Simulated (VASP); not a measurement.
Set up this calculation in VASP 6.6.1, as the native input.

| Item | Value |
| --- | --- |
| Task | single point |
| Functional | PBEsol |
| Potentials or basis | VASP PAW PBE potentials, release 64 (Cd_sv_GW, H, O) |
| Cutoff | 700 eV |
| k mesh | 9 × 9 × 6 |
| Occupations | gaussian, width 0.05 eV |
| Spin | no spin polarisation |
| Dipole correction | no |
| Further INCAR settings | ALGO = Normal; EDIFF = 1e-06; NBANDS = 25 |

The structure of CdH2O2 lies in POSCAR:

```
CdH2O2
1.0
    3.4100601858      0.0000000000      0.0000000000
   -1.7050300929      2.9531987493      0.0000000000
    0.0000000000      0.0000000000      4.7126239794
Cd H O
1 2 2
Direct
    0.0000000000      0.0000000000      0.0000000000
    0.6666666667      0.3333333333      0.5509607200
    0.3333333333      0.6666666667      0.4490392800
    0.6666666667      0.3333333333      0.7593720000
    0.3333333333      0.6666666667      0.2406280000
```

This cell differs from its parent crystal: strain -0.030 along x and y, +0.015 along z.

One way to write it, as run:

INCAR

```
PREC = Accurate
ENCUT = 700
EDIFF = 1E-6
ISMEAR = 0
SIGMA = 0.05
LREAL = F
LASPH = T
NELM = 120
ALGO = Normal
ISIF = 2
LWAVE = F
LCHARG = F
GGA = PS
NBANDS = 25
GGA_COMPAT = F
```

KPOINTS

```
Automatic mesh
0
Gamma
  9 9 6
```

Potentials or basis: VASP PAW PBE potentials, release 64 (Cd_sv_GW, H, O).

Command:

```bash
$ cat potpaw_PBE.64/Cd_sv_GW/POTCAR potpaw_PBE.64/H/POTCAR potpaw_PBE.64/O/POTCAR > POTCAR
$ mpirun -np 1 vasp_std > vasp.out
```

Results of the run:

```json
{
  "Pressure": "3.0 GPa",
  "Largest force": "0.238 eV/Å",
  "Band gap on the k mesh": "1.70 eV (least direct gap 1.98 eV)"
}
```

Caveat: the cell differs from its parent crystal (strain -0.030 along x and y, +0.015 along z); the stress differs along the axes, from -0 to 5 GPa; the PAW data sets were made with another functional, which shifts forces and pressure a little.

Wall time 90 s on 1 thread of AMD EPYC 7R13 Processor (Zen 3) (shared host), peak memory 0.25 GiB.
